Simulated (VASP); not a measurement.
# KBr (Pm-3m) in VASP: a series of runs

Runs on KBr. Level: PBE. Tasks: single point.

All numbers are computed with VASP 6.6.1; they aren't measurements. Logs are shortened: lines on timing, memory, paths and dates and some standing lists are left out, and cuts for length are marked.

### Step 1. The cell of the first run

Symmetry: Pm-3m, No. 221, cubic system. The conventional cell has a = 3.961 Å, b = 3.961 Å, c = 3.961 Å, α = 90.00°, β = 90.00°, γ = 90.00°. Within 4.5 Å of K (site symmetry m-3m) lie 8 Br at 3.43 Å and 6 K at 3.96 Å. Br (site symmetry m-3m) has 8 K at 3.43 Å and 6 Br at 3.96 Å within 4.5 Å.

### Step 2. Single point, PBE

INCAR

```
PREC = Accurate ; ENCUT = 520
EDIFF = 1E-6 ; ISMEAR = 0
SIGMA = 0.05 ; LREAL = False
LASPH = True ; NELM = 100
ALGO = Normal ; ISIF = 2
LWAVE = False ; LCHARG = True
GGA = PE ; LELF = True
LVHAR = True ; NBANDS = 15
```

KPOINTS

```
regular mesh
0
Gamma
  8 8 8
```

POSCAR

```
KBr
1.0
    3.9609554510      0.0000000000      0.0000000000
    0.0000000000      3.9609554510      0.0000000000
    0.0000000000      0.0000000000      3.9609554510
K Br
1 1
Direct
    0.0000000000      0.0000000000      0.0000000000
    0.5000000000      0.5000000000      0.5000000000
```

Potentials or basis: VASP PAW PBE potentials, release 64 (K_sv, Br).

Launch:

```console
cat potpaw_PBE.64/K_sv/POTCAR potpaw_PBE.64/Br/POTCAR > POTCAR
mpirun -np 1 vasp_std > vasp.out
```

OUTCAR:

```text
PREC = Accurate
   ENCUT = 520
   EDIFF = 1E-6
   ISMEAR = 0
   LREAL = False
   LASPH = True
   NELM = 100
   ISIF = 2
   GGA = PE

 ion  position               nearest neighbor table
   1  0.000  0.000  0.000-
   2  0.500  0.500  0.500-

  LATTYP: Found a simple cubic cell.
 ALAT       =     3.9609554510

  Lattice vectors:

 A1 = (   3.9609554510,   0.0000000000,   0.0000000000)
 A2 = (   0.0000000000,   3.9609554510,   0.0000000000)
 A3 = (   0.0000000000,   0.0000000000,   3.9609554510)

Analysis of symmetry for initial positions (statically):
=====================================================================
 Subroutine PRICEL returns:
 Original cell was already a primitive cell.

 Routine SETGRP: Setting up the symmetry group for a
 simple cubic supercell.

 Subroutine GETGRP returns: Found 48 space group operations
 (whereof 48 operations were pure point group operations)
 out of a pool of 48 trial point group operations.

The static configuration has the point symmetry O_h .

Analysis of symmetry for dynamics (positions and initial velocities):
=====================================================================
 Subroutine PRICEL returns:
 Original cell was already a primitive cell.

 Routine SETGRP: Setting up the symmetry group for a
 simple cubic supercell.

 Subroutine GETGRP returns: Found 48 space group operations
 (whereof 48 operations were pure point group operations)
 out of a pool of 48 trial point group operations.

The dynamic configuration has the point symmetry O_h .

 Subroutine INISYM returns: Found 48 space group operations
 (whereof 48 operations are pure point group operations),
 and found     1 'primitive' translations

----------------------------------------------------------------------------------------

                                     Primitive cell

  volume of cell :      62.1441

  direct lattice vectors                    reciprocal lattice vectors
     3.960955451  0.000000000  0.000000000     0.252464339  0.000000000  0.000000000
     0.000000000  3.960955451  0.000000000     0.000000000  0.252464339  0.000000000
     0.000000000  0.000000000  3.960955451     0.000000000  0.000000000  0.252464339

  length of vectors
     3.960955451  3.960955451  3.960955451     0.252464339  0.252464339  0.252464339

[... 87 lines left out ...]
   ISYM   =      2    0-nonsym 1-usesym 2-fastsym
   POTIM  = 0.5000    time-step for ionic-motion
   TEBEG  =    0.0;   TEEND  =   0.0 temperature during run
   PSTRESS=    0.0 pullay stress
   NELECT =      16.0000    total number of electrons
   NUPDOWN=      -1.0000    fix difference up-down
   EMIN   =  10.00;   EMAX   =-10.00  energy-range for DOS
   EFERMI =   0.00;   METHOD = LEGACY
   ISMEAR =     0;   SIGMA  =   0.05  broadening in eV -4-tet -1-fermi 0-gaus
   EFERMI_NEDOS =   21; number of points for ismear=-14 and -15
   IALGO  =     38    algorithm
   IMIX   =      4    mixing-type and parameters
     AMIX     =   0.40;   BMIX     =  1.00
     AMIX_MAG =   1.60;   BMIX_MAG =  1.00
  volume/ion in A,a.u.               =      31.07       209.68
  Fermi-wavevector in a.u.,A,eV,Ry     =   1.041473  1.968099 14.757790  1.084667
  Thomas-Fermi vector in A             =   2.176096
   LORBIT       =      0    0 simple, 1 ext, 2 COOP (PROOUT), +10 PAW based schemes
   GGA     = PE    functional components
   LHFCALC =     F    Hartree Fock is set to
   AEXX    =    0.0000 exact exchange contribution
   IVDW    =     0    specifies the selected vdW correction
   LEPSILON=     F    determine dielectric tensor
   LRPA    =     F    only Hartree local field effects (RPA)
 non-spin polarized calculation
 Gauss-broadening in eV      SIGMA  =   0.05
  energy-cutoff  :      520.00
  volume of cell :       62.14
 maximum number of plane-waves:      1743
 NGX is ok and might be reduce to    30
   NGX = 15   NGY = 15   NGZ = 15

 number of electron      15.9999997 magnetization

 Free energy of the ion-electron system (eV)
  ---------------------------------------------------
  ext. energy  EPLUGINS =         0.00000000
  ---------------------------------------------------
  free energy    TOTEN  =        -6.06546250 eV

  energy without entropy =       -6.06546250  energy(sigma->0) =       -6.06546250

 E-fermi :  -0.1658     XC(G=0):  -8.0860

 val. band max:       -0.4476622911   @ k =   0.5000   0.5000   0.0000
 cond. band min:       3.6133959287   @ k =   0.0000   0.0000   0.0000
 fundamental gap:      4.0610582198
 Fermi energy:        -0.1658390717

 k-point     1 :       0.0000    0.0000    0.0000
  band No.  band energies     occupation
      1     -29.0325      2.00000
      2     -13.3540      2.00000
      3     -12.4521      2.00000
      4     -12.4521      2.00000
      5     -12.4521      2.00000
      6      -0.7286      2.00000
      7      -0.7286      2.00000
      8      -0.7286      2.00000
      9       3.6134      0.00000
     10       5.3271      0.00000
     11       5.3271      0.00000
     12       9.3387      0.00000
     13       9.3387      0.00000
     14       9.3387      0.00000
[... 401 lines left out ...]
      2     -13.1460      2.00000
      3     -12.5917      2.00000
      4     -12.5338      2.00000
      5     -12.4385      2.00000
      6      -2.0479      2.00000
      7      -1.8087      2.00000
      8      -0.7692      2.00000
      9       5.2834      0.00000
     10       6.6504      0.00000
     11       7.5501      0.00000
     12       7.7438      0.00000
     13       9.2834      0.00000
     14       9.7879      0.00000
     15      10.7672      0.00000

 [... further k-points ...]

------------------------ aborting loop because EDIFF is reached ----------------------------------------

  FORCE on cell =-STRESS in cart. coord.  units (eV):
  Direction    XX          YY          ZZ          XY          YZ          ZX
  --------------------------------------------------------------------------------------
  -------------------------------------------------------------------------------------
  Total        0.4298319      0.4298319      0.4298319     -0.0000000      0.0000000     -0.0000000
  in kB       11.0817762     11.0817762     11.0817762     -0.0000000      0.0000000     -0.0000000
  external PRESSURE =      11.0817762 kB  Pullay stress =       0.0000000 kB

 VOLUME and BASIS-vectors are now :
 -----------------------------------------------------------------------------
  energy-cutoff  :      520.00
  volume of cell :       62.14
      direct lattice vectors                 reciprocal lattice vectors
     3.960955451  0.000000000  0.000000000     0.252464339  0.000000000  0.000000000
     0.000000000  3.960955451  0.000000000     0.000000000  0.252464339  0.000000000
     0.000000000  0.000000000  3.960955451     0.000000000  0.000000000  0.252464339

 POSITION                                       TOTAL-FORCE (eV/Angst)
 -----------------------------------------------------------------------------------
      0.00000      0.00000      0.00000         0.000000      0.000000      0.000000
      1.98048      1.98048      1.98048         0.000000      0.000000      0.000000
 -----------------------------------------------------------------------------------
    total drift:                                0.000000      0.000000     -0.000000

  FREE ENERGIE OF THE ION-ELECTRON SYSTEM (eV)
  ---------------------------------------------------
  free  energy   TOTEN  =        -6.0654624951 eV

  energy  without entropy=       -6.0654624951  energy(sigma->0) =       -6.06546250
```

OSZICAR:

```text
N       E                     dE             d eps       ncg     rms          rms(c)
DAV:   1     0.101391638978E+03    0.10139E+03   -0.71277E+03  1050   0.960E+02
DAV:   2    -0.402200010874E+00   -0.10179E+03   -0.94515E+02  1380   0.235E+02
DAV:   3    -0.606195315613E+01   -0.56598E+01   -0.56307E+01  1435   0.489E+01
DAV:   4    -0.625415359520E+01   -0.19220E+00   -0.19216E+00  1579   0.791E+00
DAV:   5    -0.625551518880E+01   -0.13616E-02   -0.13616E-02  1484   0.774E-01    0.285E+00
DAV:   6    -0.608974943860E+01    0.16577E+00   -0.14335E-01  1337   0.223E+00    0.213E+00
DAV:   7    -0.606237893562E+01    0.27371E-01   -0.87790E-02  1365   0.192E+00    0.100E+00
DAV:   8    -0.606514263631E+01   -0.27637E-02   -0.13129E-02  1417   0.845E-01    0.110E-01
DAV:   9    -0.606531455836E+01   -0.17192E-03   -0.34502E-04  1408   0.149E-01    0.758E-02
DAV:  10    -0.606546023153E+01   -0.14567E-03   -0.18462E-04  1183   0.980E-02    0.119E-02
DAV:  11    -0.606546246726E+01   -0.22357E-05   -0.86323E-06  1429   0.218E-02    0.558E-03
DAV:  12    -0.606546249507E+01   -0.27803E-07   -0.22346E-06  1174   0.118E-02
   1 F= -.60654625E+01 E0= -.60654625E+01  d E =-.263574E-17
```

stdout:

```text
POSCAR found type information on POSCAR K Br
 POSCAR found :  2 types and       2 ions
 scaLAPACK will be used
 LDA part: xc-table for (Slater+PW92), standard interpolation
 POSCAR, INCAR and KPOINTS ok, starting setup
 FFT: planning ... GRIDC
 FFT: planning ... GRID_SOFT
 FFT: planning ... GRID
 WAVECAR not read
 entering main loop
```

Run time: 11 s. Hardware: 1 thread of Intel Xeon 6975P-C (Granite Rapids), shared host; peak memory 0.18 GiB.

What came out:

```yaml
Free_energy: -6.0655 eV
Pressure: 1.1 GPa
Band_gap_on_the_k_mesh: 4.06 eV, indirect (least direct gap 4.34 eV)
```

### Step 3. Single point, PBE

This run uses another cell than the first one, of 33.06 Å³/atom, 1.064 times its volume.

INCAR

```
PREC = Accurate
ENCUT = 520
EDIFF = 1E-6
ISMEAR = 0
SIGMA = 0.05
LREAL = False
LASPH = True
NELM = 100
ALGO = Normal
ISIF = 2
LWAVE = False
LCHARG = True
GGA = PE
LELF = True
LVHAR = True
NBANDS = 15
```

KPOINTS is that of step 2.

POSCAR

```
KBr
1.0
    4.0434990000      0.0000000000      0.0000000000
    0.0000000000      4.0434990000      0.0000000000
    0.0000000000      0.0000000000      4.0434990000
K Br
1 1
Direct
    0.0000000000      0.0000000000      0.0000000000
    0.5000000000      0.5000000000      0.5000000000
```

Potentials or basis: VASP PAW PBE potentials, release 64 (K_sv, Br).

Launch:

```console
cat potpaw_PBE.64/K_sv/POTCAR potpaw_PBE.64/Br/POTCAR > POTCAR
mpirun -np 1 vasp_std > vasp.out
```

Run time: 10 s. Hardware: 1 thread of Intel Xeon 6975P-C (Granite Rapids), shared host; peak memory 0.18 GiB.

The run converged. Its results:

```yaml
Free_energy: -6.0784 eV
Pressure: -0.1 GPa
Band_gap_on_the_k_mesh: 3.86 eV, indirect (least direct gap 4.12 eV)
```

Levels at points of the mesh, in eV from the valence-band top:
```
           k point  band 5  band 6  band 7  band 8  band 9  band 10  band 11  band 12
(0.00, 0.00, 0.00)  -12.09   -0.26   -0.26   -0.26    3.86     5.85     5.85     9.65
(0.50, 0.00, 0.00)  -11.89   -1.94   -0.23   -0.23    6.48     7.17     7.65     8.91
(0.50, 0.50, 0.00)  -12.06   -1.38   -1.38    0.00    5.22     6.50     8.05     8.05
(0.50, 0.50, 0.50)  -12.20   -1.41   -1.41   -1.41    7.40     7.40     7.40     9.38
```

A k mesh can miss the band edges. A hybrid or GW would open this gap; PBE tends to underestimate it.
